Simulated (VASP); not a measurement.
Write the native input for VASP 6.6.1 that does the following.

```
Task                   : single point
Functional             : PBEsol
Potentials or basis    : VASP PAW PBE potentials, release 64 (Sn_d)
Cutoff                 : 520 eV
k mesh                 : 13 × 13 × 13
Occupations            : fermi-dirac, width 0.1 eV
Spin                   : no spin polarisation
Dipole correction      : no
Further INCAR settings : ALGO = Normal; EDIFF = 1e-06; NBANDS = 13
```

The structure of Sn lies in POSCAR:

```
Sn
1.0
   -1.7899173701      1.7899173701      1.7899173701
    1.7899173701     -1.7899173701      1.7899173701
    1.7899173701      1.7899173701     -1.7899173701
Sn
1
Direct
    0.0000000000      0.0000000000      0.0000000000
```

This cell differs from its parent crystal: volume scaled by 0.88.

The input as run:

INCAR

```
PREC = Accurate ; ENCUT = 520
EDIFF = 1E-6 ; ISMEAR = -1
SIGMA = 0.1 ; LREAL = F
LASPH = T ; NELM = 100
ALGO = Normal ; ISIF = 2
LWAVE = F ; LCHARG = F
GGA = PS ; NBANDS = 13
```

KPOINTS

```
Automatic mesh
0
Gamma
  13 13 13
```

Potentials or basis: VASP PAW PBE potentials, release 64 (Sn_d).

Command:

```bash
$ cat potpaw_PBE.64/Sn_d/POTCAR > POTCAR
$ mpirun -np 1 vasp_std > vasp.out
```

Results of the run:

- Pressure: 10.0 GPa
- Band gap on the k mesh: zero (band 7 reaches 19.82 eV, above the bottom of band 8 at 7.23 eV)

Caveat: the PAW data sets were made with another functional, which shifts forces and pressure a little; spin-orbit coupling is left out, which moves the levels of the heavy elements.

It took 7.6 s on 1 thread of Intel Xeon 6975P-C (shared host), peak memory 0.15 GiB.
